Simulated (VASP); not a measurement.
Write the native input for VASP 6.6.1 that does the following.

| Quantity | Value |
| --- | --- |
| Task | single point |
| Functional | LDA |
| Potentials or basis | VASP PAW LDA potentials, release 64 (C, H) |
| Cutoff | 520 eV |
| k mesh | 6 × 3 × 1 |
| Occupations | gaussian, width 0.1 eV |
| Spin | no spin polarisation |
| Dipole correction | yes |
| Further INCAR settings | ALGO = Normal; EDIFF = 1e-07; NBANDS = 38 |

The structure of HC6 lies in POSCAR:

```
HC6
1.0
    4.8895256614      0.0000000000      0.0000000000
   -1.2223814153      8.7849592876      0.0000000000
    0.0000000000      0.0000000000     22.7474729025
C H
12 2
Direct
    0.0193612757      0.0774451030      0.1758437088
    0.5193612758      0.0774451030      0.1758437088
    0.2742015947      0.0968063788      0.2059542860
    0.7742015947      0.0968063788      0.2059542860
    0.2838822326      0.1355289303      0.2661754406
    0.7838822326      0.1355289303      0.2661754406
    0.0386279421      0.1545151615      0.2955067254
    0.5386279421      0.1545151615      0.2955067254
    0.0488684834      0.1954807970      0.3583587359
    0.5488684834      0.1954807970      0.3583587359
    0.3031723044      0.2126952264      0.3845470194
    0.8031723044      0.2126952264      0.3845470194
    0.0488684834      0.1532015300      0.4465319267
    0.0488684834      0.2377600640      0.4465319267
```

These files were run (other wordings do the same):

INCAR

```
PREC     = Accurate       # precision mode
ENCUT    = 520            # plane-wave cutoff, eV
EDIFF    = 1E-7           # SCF threshold, eV
ISMEAR   = 0              # smearing method
SIGMA    = 0.1            # smearing width, eV
LREAL    = False          # projectors in reciprocal space
LASPH    = True           # aspherical terms in the spheres
NELM     = 80             # most SCF steps
ALGO     = Normal         # electronic algorithm
ISIF     = 2              # what is computed and relaxed
LWAVE    = False          # write WAVECAR
LCHARG   = False          # write CHGCAR
LDIPOL   = True         
IDIPOL   = 3            
DIPOL    = 0.5 0.5 0.305
NBANDS   = 38             # bands
```

KPOINTS

```
regular mesh
0
Gamma
  6 3 1
```

Potentials or basis: VASP PAW LDA potentials, release 64 (C, H).

Command:

```console
$ cat potpaw_LDA.64/C/POTCAR potpaw_LDA.64/H/POTCAR > POTCAR
$ mpirun -np 1 vasp_std > vasp.out
```

It gave:

| Quantity | Value |
| --- | --- |
| Largest force | 3.134 eV/Å |
| Band gap on the k mesh | 0.04 eV |

Wall time 40 min on 1 thread of Intel Xeon 8259CL, with other jobs on the host, peak memory 0.8 GiB.
